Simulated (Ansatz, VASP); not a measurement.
This is a calculation of CuO for VASP 6.6.1.

File INCAR:

```
PREC     = Accurate       # precision mode
ENCUT    = 520            # plane-wave cutoff, eV
EDIFF    = 1E-6           # SCF threshold, eV
ISMEAR   = -1             # smearing method
SIGMA    = 0.05           # smearing width, eV
LREAL    = F              # projectors in reciprocal space
LASPH    = T              # aspherical terms in the spheres
NELM     = 80             # most SCF steps
ALGO     = Normal         # electronic algorithm
ISIF     = 2              # what is computed and relaxed
LWAVE    = F              # write WAVECAR
LCHARG   = F              # write CHGCAR
GGA      = PE             # functional
NBANDS   = 34             # bands
```

The input KPOINTS:

```
regular mesh
0
Gamma
  7 7 7
```

Contents of POSCAR:

```
CuO
1.0
    4.0759960844      0.0000000000      0.0000000000
    0.0000000000      4.0759960844      0.0000000000
    0.0000000000      0.0000000000      3.8082810784
Cu O
3 3
Direct
    0.5000000000      0.0000000000      0.5000000000
    0.0000000000      0.5000000000      0.5000000000
    0.0000000000      0.0000000000      0.0000000000
    0.0000000000      0.0000000000      0.5000000000
    0.5000000000      0.0000000000      0.0000000000
    0.0000000000      0.5000000000      0.0000000000
```

Potentials or basis: VASP PAW PBE potentials, release 64 (Cu, O).

Run with:

```sh
$ cat potpaw_PBE.64/Cu/POTCAR potpaw_PBE.64/O/POTCAR > POTCAR
$ mpirun -np 1 vasp_std > vasp.out
```

Set up the same calculation for Ansatz 0.2.0. Potentials there: all-electron LAPW, scalar-relativistic.

As run (the cutoff follows the program's own potentials):

input.yaml

```yaml
crystal:
  lattice:
    - [4.0759960844, 0.0, 0.0]
    - [0.0, 4.0759960844, 0.0]
    - [0.0, 0.0, 3.8082810784]
  atoms:
    - { symbol: Cu, position: [0.5, 0.0, 0.5] }
    - { symbol: Cu, position: [0.0, 0.5, 0.5] }
    - { symbol: Cu, position: [0.0, 0.0, 0.0] }
    - { symbol: O, position: [0.0, 0.0, 0.5] }
    - { symbol: O, position: [0.5, 0.0, 0.0] }
    - { symbol: O, position: [0.0, 0.5, 0.0] }
kpoints:
  mp_grid: { grid: [7, 7, 7] }
scf:
  occupations: { method: fermi_dirac, width: 0.05 }
hamiltonian:
  xc: pbe
  pseudopotentials: { kind: all_electron, lapw: { basis_error: 0.001 } }
output:
  forces: true
  stress: true
  eigenvalues: true
```

Potentials or basis: all-electron LAPW, scalar-relativistic.

The run is started by

```console
$ ansatz run input.yaml --threads 4 --pin off --max-ram 12288MiB --backend cpu --events-out ev --progress --plain --runs-dir out
```

Both were run:

|  | VASP | Ansatz | Ansatz less VASP |
| --- | --- | --- | --- |
| gap on the k mesh at the Fermi level (eV) | none | none | - |
| pressure (GPa) | 13.2 | 12.4 | -0.76 |
| traceless stress, the component that is largest in VASP (GPa) | 4.95 | 4.19 | -0.754 |

A gap of «none» marks a metal or a gap that the smearing closes. Ansatz ran all-electron here, and VASP with PAW potentials.
